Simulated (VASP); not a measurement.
# Pb3S (I4/mmm) in VASP: single point with PBE

Aim: the single point of Pb3S with PBE.

Everything below comes from runs of VASP 6.6.1. Logs are shortened: lines on timing, memory, paths and dates and some standing lists are left out, and cuts for length are marked.

## 1. The cell of the first run

Symmetry: I4/mmm, No. 139, tetragonal system. The conventional cell has a = 4.573 Å, b = 4.573 Å, c = 10.937 Å, α = 90.00°, β = 90.00°, γ = 90.00°. Within 4.3 Å of Pb (site symmetry 4/mmm) lie 4 S at 3.23 Å and 8 Pb at 3.56 Å. Pb (site symmetry -4m2) has 8 Pb at 3.23 to 3.56 Å and 4 S at 3.56 Å within 4.3 Å. S (site symmetry 4/mmm) has 12 Pb at 3.23 to 3.56 Å within 4.3 Å.

## 2. Single point, PBE

INCAR reads:

```
SYSTEM = Pb3S
PREC     = Accurate       ! precision mode
ENCUT    = 520            ! plane-wave cutoff, eV
EDIFF    = 1E-7           ! SCF threshold, eV
ISMEAR   = 0              ! smearing method
SIGMA    = 0.1            ! smearing width, eV
LREAL    = .FALSE.        ! projectors in reciprocal space
LASPH    = .TRUE.         ! aspherical terms in the spheres
NELM     = 60             ! most SCF steps
ALGO     = Normal         ! electronic algorithm
ISIF     = 2              ! what is computed and relaxed
LWAVE    = .FALSE.        ! write WAVECAR
LCHARG   = .FALSE.        ! write CHGCAR
GGA      = PE             ! functional
NBANDS   = 32             ! bands
```

KPOINTS reads:

```
Automatic mesh
0
G
  14 14 14
  0 0 0
```

POSCAR reads:

```
Pb3S
1.0
   -2.2864838354      2.2864838354      5.4686363172
    2.2864838354     -2.2864838354      5.4686363172
    2.2864838354      2.2864838354     -5.4686363172
Pb S
3 1
Direct
    0.5000000000      0.5000000000      0.0000000000
    0.2500000000      0.7500000000      0.5000000000
    0.7500000000      0.2500000000      0.5000000000
    0.0000000000      0.0000000000      0.0000000000
```

Potentials or basis: VASP PAW PBE potentials, release 64 (Pb_d, S).

On the command line:

```
$ cat potpaw_PBE.64/Pb_d/POTCAR potpaw_PBE.64/S/POTCAR > POTCAR
$ mpirun -np 1 vasp_std > vasp.out
```

OUTCAR:

```text
SYSTEM = Pb3S
   PREC = Accurate
   ENCUT = 520
   EDIFF = 1E-7
   ISMEAR = 0
   LREAL = .FALSE.
   LASPH = .TRUE.
   NELM = 60
   ISIF = 2
   GGA = PE

 ion  position               nearest neighbor table
   1  0.500  0.500  0.000-   4 3.23   4 3.23   4 3.23   4 3.23   2 3.56   2 3.56   3 3.56   3 3.56
                             3 3.56   2 3.56   3 3.56   2 3.56
   2  0.250  0.750  0.500-   3 3.23   3 3.23   3 3.23   3 3.23   1 3.56   1 3.56   1 3.56   1 3.56

   3  0.750  0.250  0.500-   2 3.23   2 3.23   2 3.23   2 3.23   1 3.56   1 3.56   1 3.56   1 3.56

   4  0.000  0.000  0.000-   1 3.23   1 3.23   1 3.23   1 3.23

  LATTYP: Found a body centered tetragonal cell.
 ALAT       =     4.5729676708
 C/A-ratio  =     2.3917231482

  Lattice vectors:

 A1 = (  -2.2864838354,   2.2864838354,   5.4686363172)
 A2 = (   2.2864838354,  -2.2864838354,   5.4686363172)
 A3 = (   2.2864838354,   2.2864838354,  -5.4686363172)

Analysis of symmetry for initial positions (statically):
=====================================================================
 Subroutine PRICEL returns:
 Original cell was already a primitive cell.

 Routine SETGRP: Setting up the symmetry group for a
 body centered tetragonal supercell.

 Subroutine GETGRP returns: Found 16 space group operations
 (whereof 16 operations were pure point group operations)
 out of a pool of 16 trial point group operations.

The static configuration has the point symmetry D_4h.

Analysis of symmetry for dynamics (positions and initial velocities):
=====================================================================
 Subroutine PRICEL returns:
 Original cell was already a primitive cell.

 Routine SETGRP: Setting up the symmetry group for a
 body centered tetragonal supercell.

 Subroutine GETGRP returns: Found 16 space group operations
 (whereof 16 operations were pure point group operations)
 out of a pool of 16 trial point group operations.

The dynamic configuration has the point symmetry D_4h.

 Subroutine INISYM returns: Found 16 space group operations
 (whereof 16 operations are pure point group operations),
 and found     1 'primitive' translations

----------------------------------------------------------------------------------------

                                     Primitive cell

  volume of cell :     114.3603

  direct lattice vectors                    reciprocal lattice vectors
    -2.286483835  2.286483835  5.468636317     0.000000000  0.218676376  0.091430472
     2.286483835 -2.286483835  5.468636317     0.218676376  0.000000000  0.091430472
     2.286483835  2.286483835 -5.468636317     0.218676376  0.218676376  0.000000000

  length of vectors
     6.353109461  6.353109461  6.353109461     0.237020862  0.237020862  0.309255097

  position of ions in fractional coordinates (direct lattice)
     0.500000000  0.500000000  0.000000000
     0.250000000  0.750000000  0.500000000
     0.750000000  0.250000000  0.500000000
     0.000000000  0.000000000  0.000000000

  ion indices of the primitive-cell ions
   primitive index   ion index
                 1           1
                 2           2
                 3           3
                 4           4

----------------------------------------------------------------------------------------

 KPOINTS: Automatic mesh

Automatic generation of k-mesh.
 Grid dimensions read from file:
 generate k-points for:   14   14   14

 Generating k-lattice:

  Cartesian coordinates                     Fractional coordinates (reciprocal lattice)
     0.000000000  0.015619741  0.006530748     0.071428571  0.000000000  0.000000000
     0.015619741  0.000000000  0.006530748     0.000000000  0.071428571  0.000000000
     0.015619741  0.015619741  0.000000000     0.000000000  0.000000000  0.071428571

  Length of vectors
     0.016930062  0.016930062  0.022089650

  Shift w.r.t. Gamma in fractional coordinates (k-lattice)
     0.000000000  0.000000000  0.000000000

 Subroutine IBZKPT returns following result:
 ===========================================

 Found    244 irreducible k-points:

 Following reciprocal coordinates:
            Coordinates               Weight
  0.000000  0.000000  0.000000      1.000000
  0.071429  0.000000  0.000000      8.000000
  0.142857  0.000000 -0.000000      8.000000
  0.214286  0.000000  0.000000      8.000000
  0.285714  0.000000  0.000000      8.000000
  0.357143  0.000000  0.000000      8.000000
[... 16 lines left out ...]
  0.214286  0.142857 -0.000000     16.000000
  0.285714  0.142857 -0.000000     16.000000
 [... further k-points ...]
   k-points           NKPTS =    244   k-points in BZ     NKDIM =    244   number of bands    NBANDS=     32
   number of dos      NEDOS =    301   number of ions     NIONS =      4
   total plane-waves  NPLWV = 110592
   dimension x,y,z NGX =    48 NGY =   48 NGZ =   48
   dimension x,y,z NGXF=    96 NGYF=   96 NGZF=   96
   ions per type =               3   1
   NGX,Y,Z   is equivalent  to a cutoff of  12.56, 12.56, 12.56 a.u.
   NGXF,Y,Z  is equivalent  to a cutoff of  25.12, 25.12, 25.12 a.u.
 SYSTEM =  Pb3S
   PREC   = accura    normal or accurate (medium, high low for compatibility)
   ISTART =      0    job   : 0-new  1-cont  2-samecut
   ICHARG =      2    charge: 1-file 2-atom 10-const
   ISPIN  =      1    spin polarized calculation?
   LNONCOLLINEAR =      F non collinear calculations
   LSORBIT =      F    spin-orbit coupling
   LASPH  =      T    aspherical Exc in radial PAW
   ENCUT  =  520.0 eV  38.22 Ry    6.18 a.u.  11.81 11.81 11.81*2*pi/ulx,y,z
   NELM   =     60;   NELMIN=  2; NELMDL= -5     # of ELM steps
   EDIFF  = 0.1E-06   stopping-criterion for ELM
   LREAL  =      F    real-space projection
   EDIFFG = 0.1E-05   stopping-criterion for IOM
   NSW    =      0    number of steps for IOM
   IBRION =     -1    ionic relax: 0-MD 1-quasi-New 2-CG
   NFREE  =      0    steps in history (QN), initial steepest desc. (CG)
   ISIF   =      2    stress and relaxation
   ISYM   =      2    0-nonsym 1-usesym 2-fastsym
   POTIM  = 0.5000    time-step for ionic-motion
   TEBEG  =    0.0;   TEEND  =   0.0 temperature during run
   PSTRESS=    0.0 pullay stress
   NELECT =      48.0000    total number of electrons
   NUPDOWN=      -1.0000    fix difference up-down
   EMIN   =  10.00;   EMAX   =-10.00  energy-range for DOS
   EFERMI =   0.00;   METHOD = LEGACY
   ISMEAR =     0;   SIGMA  =   0.10  broadening in eV -4-tet -1-fermi 0-gaus
   EFERMI_NEDOS =   21; number of points for ismear=-14 and -15
   IALGO  =     38    algorithm
   IMIX   =      4    mixing-type and parameters
     AMIX     =   0.40;   BMIX     =  1.00
     AMIX_MAG =   1.60;   BMIX_MAG =  1.00
  volume/ion in A,a.u.               =      28.59       192.94
  Fermi-wavevector in a.u.,A,eV,Ry     =   1.225736  2.316304 20.441772  1.502428
  Thomas-Fermi vector in A             =   2.360763
   LORBIT       =      0    0 simple, 1 ext, 2 COOP (PROOUT), +10 PAW based schemes
   GGA     = PE    functional components
   LHFCALC =     F    Hartree Fock is set to
   AEXX    =    0.0000 exact exchange contribution
   IVDW    =     0    specifies the selected vdW correction
   LEPSILON=     F    determine dielectric tensor
   LRPA    =     F    only Hartree local field effects (RPA)
 non-spin polarized calculation
 Gauss-broadening in eV      SIGMA  =   0.10
  energy-cutoff  :      520.00
  volume of cell :      114.36
 maximum number of plane-waves:      3116
   NGX = 23   NGY = 23   NGZ = 23

 number of electron      48.0000009 magnetization

 Free energy of the ion-electron system (eV)
  ---------------------------------------------------
  ext. energy  EPLUGINS =         0.00000000
  ---------------------------------------------------
  free energy    TOTEN  =       -14.64600396 eV

  energy without entropy =      -14.63155002  energy(sigma->0) =      -14.63877699

 E-fermi :   6.5789     XC(G=0):  -9.9633

 val. band max:        6.5783841997   @ k =  -0.2857  -0.3571   0.2143
 cond. band min:       6.5825289673   @ k =   0.5000   0.0714   0.0000
 fundamental gap:      0.0041447675
 Fermi energy:         6.5788512468

 k-point     1 :       0.0000    0.0000    0.0000
  band No.  band energies     occupation
      1     -10.9251      2.00000
      2     -10.7785      2.00000
      3     -10.7229      2.00000
      4     -10.6601      2.00000
      5     -10.6601      2.00000
      6     -10.6438      2.00000
[... 24 lines left out ...]
     31      13.0293      0.00000
     32      13.3306      0.00000

 k-point     2 :       0.0714    0.0000    0.0000
  band No.  band energies     occupation
      1     -10.9168      2.00000
      2     -10.7743      2.00000
      3     -10.7191      2.00000
      4     -10.6687      2.00000
      5     -10.6669      2.00000
      6     -10.6375      2.00000
[... 24 lines left out ...]
     31      12.8217      0.00000
     32      13.6403      0.00000

 k-point     3 :       0.1429    0.0000   -0.0000
  band No.  band energies     occupation
      1     -10.8922      2.00000
      2     -10.7624      2.00000
      3     -10.7093      2.00000
      4     -10.6773      2.00000
      5     -10.6765      2.00000
      6     -10.6339      2.00000
[... 24 lines left out ...]
     31      12.3113      0.00000
     32      13.9942      0.00000

 k-point     4 :       0.2143    0.0000    0.0000
  band No.  band energies     occupation
      1     -10.8524      2.00000
      2     -10.7459      2.00000
      3     -10.6989      2.00000
      4     -10.6865      2.00000
      5     -10.6706      2.00000
      6     -10.6307      2.00000
[... 654 lines left out ...]
     31      13.1223      0.00000
     32      13.3336      0.00000

 k-point    23 :       0.2143    0.1429   -0.0000
  band No.  band energies     occupation
      1     -10.8501      2.00000
      2     -10.7364      2.00000
      3     -10.6955      2.00000
      4     -10.6874      2.00000
      5     -10.6699      2.00000
      6     -10.6363      2.00000
[... 24 lines left out ...]
     31      12.8533      0.00000
     32      13.0362      0.00000

 k-point    24 :       0.2857    0.1429   -0.0000
  band No.  band energies     occupation
      1     -10.8180      2.00000
      2     -10.7338      2.00000
      3     -10.6914      2.00000
      4     -10.6616      2.00000
      5     -10.6518      2.00000
      6     -10.6362      2.00000
[... 24 lines left out ...]
     31      12.4723      0.00000
     32      13.2741      0.00000

 [... further k-points ...]

------------------------ aborting loop because EDIFF is reached ----------------------------------------

  FORCE on cell =-STRESS in cart. coord.  units (eV):
  Direction    XX          YY          ZZ          XY          YZ          ZX
  --------------------------------------------------------------------------------------
  -------------------------------------------------------------------------------------
  Total       -0.0443913     -0.0443913     -0.0428432      0.0000000      0.0000000      0.0000000
  in kB       -0.6219175     -0.6219175     -0.6002296      0.0000000      0.0000000      0.0000000
  external PRESSURE =      -0.6146882 kB  Pullay stress =       0.0000000 kB

 VOLUME and BASIS-vectors are now :
 -----------------------------------------------------------------------------
  energy-cutoff  :      520.00
  volume of cell :      114.36
      direct lattice vectors                 reciprocal lattice vectors
    -2.286483835  2.286483835  5.468636317     0.000000000  0.218676376  0.091430472
     2.286483835 -2.286483835  5.468636317     0.218676376  0.000000000  0.091430472
     2.286483835  2.286483835 -5.468636317     0.218676376  0.218676376  0.000000000

 POSITION                                       TOTAL-FORCE (eV/Angst)
 -----------------------------------------------------------------------------------
      0.00000      0.00000      5.46864         0.000000     -0.000000     -0.000000
      2.28648      0.00000      2.73432        -0.000000      0.000000      0.000000
      0.00000      2.28648      2.73432        -0.000000     -0.000000     -0.000000
      0.00000      0.00000      0.00000         0.000000     -0.000000     -0.000000
 -----------------------------------------------------------------------------------
    total drift:                                0.000000     -0.000000      0.000000

  FREE ENERGIE OF THE ION-ELECTRON SYSTEM (eV)
  ---------------------------------------------------
  free  energy   TOTEN  =       -14.6460039642 eV

  energy  without entropy=      -14.6315500166  energy(sigma->0) =      -14.63877699
```

Run time: 14 min. Hardware: 1 thread of Intel Xeon 6975P-C (Granite Rapids), shared host; peak memory 0.82 GiB.

Results:

```
Free energy            : -14.6460 eV
Pressure               : -0.1 GPa
Band gap on the k mesh : zero (bands 24 and 25 overlap by 0.97 eV)
```

Levels at points of the mesh, in eV from the Fermi level:
```csv
k point,band 21,band 22,band 23,band 24,band 25,band 26,band 27,band 28
"(0.00, 0.00, 0.00)",-2.83,-2.83,-1.37,-1.37,-0.55,1.26,2.63,2.63
"(0.50, 0.00, 0.00)",-2.24,-1.91,-1.54,-0.08,0.62,1.42,1.52,1.57
"(0.50, 0.50, 0.00)",-4.44,-3.19,-2.61,-1.63,0.16,1.73,2.53,3.66
"(0.50, 0.50, 0.50)",-3.43,-1.67,-0.41,-0.41,0.54,1.70,2.66,3.67
```

Caveat: spin-orbit coupling is left out, which moves the levels of the heavy elements.
